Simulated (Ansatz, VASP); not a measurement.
Ni: VASP beside Ansatz

```
Ni
1.0
     0.00000    1.73757    1.73757
     1.73757    0.00000    1.73757
     1.73757    1.73757    0.00000
Ni
1
Direct
  0.00000 0.00000 0.00000
```

Alike in both runs: functional PBEsol; k mesh 13 × 13 × 13; occupations tetrahedron; collinear spin.

|  | VASP | Ansatz |
| --- | --- | --- |
| version | VASP 6.6.1 | Ansatz 0.2.0 |
| potentials or method | VASP PAW PBE potentials, release 64 (Ni), cutoff 520 eV | all-electron LAPW, scalar-relativistic |
| task | single point | band structure |

Ansatz gave:

* gap on the k mesh at the Fermi level (eV): none
* pressure (GPa): -2.6
* net moment per atom (μB): 0.60
* size of the moment on the site where the two differ most (μB): 0.62

**Question.** What did VASP give for the same quantities?

**Answer.** gap on the k mesh at the Fermi level (eV): none; pressure (GPa): -2.6; net moment per atom (μB): 0.59; size of the moment on the site where the two differ most (μB): 0.60.

VASP's potentials were made for PBE, not for PBEsol. Site moments also hang on the region over which each program counts them. A gap of «none» marks a metal or a gap that the smearing closes. Ansatz ran all-electron here, and VASP with PAW potentials.
